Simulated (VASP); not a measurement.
Input of a VASP 6.6.1 run:

The input INCAR:

```
  PREC = Accurate
  ENCUT = 520
  EDIFF = 1E-6
  ISMEAR = 0
  SIGMA = 0.15
  LREAL = F
  LASPH = T
  NELM = 80
  ALGO = Fast
  ISIF = 2
  LWAVE = F
  LCHARG = F
  GGA = PS
  NBANDS = 26
```

The input KPOINTS:

```
Automatic mesh
0
Gamma
  12 10 10
```

File POSCAR:

```
Al2Cu
1.0
    4.0841721965      0.0000000000      0.0000000000
    0.0000000000      4.0841721965      2.8463947513
    0.0000000000     -4.0841721965      2.8463947513
Al Cu
4 2
Direct
    0.5000000000      0.7449327985      0.7550672015
    0.5000000000      0.2449327985      0.2550672015
    0.0000000000      0.5214241701     -0.0214241701
    0.0000000000      0.0214241701      0.4785758299
    0.0000000000     -0.0069451449      1.0069451449
    0.0000000000      0.4930548551      0.5069451449
```

Potentials or basis: VASP PAW PBE potentials, release 64 (Al, Cu).

Command:

```sh
$ cat potpaw_PBE.64/Al/POTCAR potpaw_PBE.64/Cu/POTCAR > POTCAR
$ mpirun -np 1 vasp_std > vasp.out
```

Question: What does it give for the largest force?

Answer: 2.314 eV/Å.

Question: Estimate the pressure.

Answer: 3.1 GPa.

Question: What does it give for the band gap on the k mesh?

Answer: Zero (bands 17 and 18 overlap by 3.36 eV).

Stress tensor (GPa, compression positive):
```
1.97 0.00 0.00
0.00 4.11 0.00
0.00 0.00 3.14
```

Caveat: the cell differs from its parent crystal (atoms displaced along a vibrational mode); the cell stands under pressure; the PAW data sets were made with another functional, which shifts forces and pressure a little.
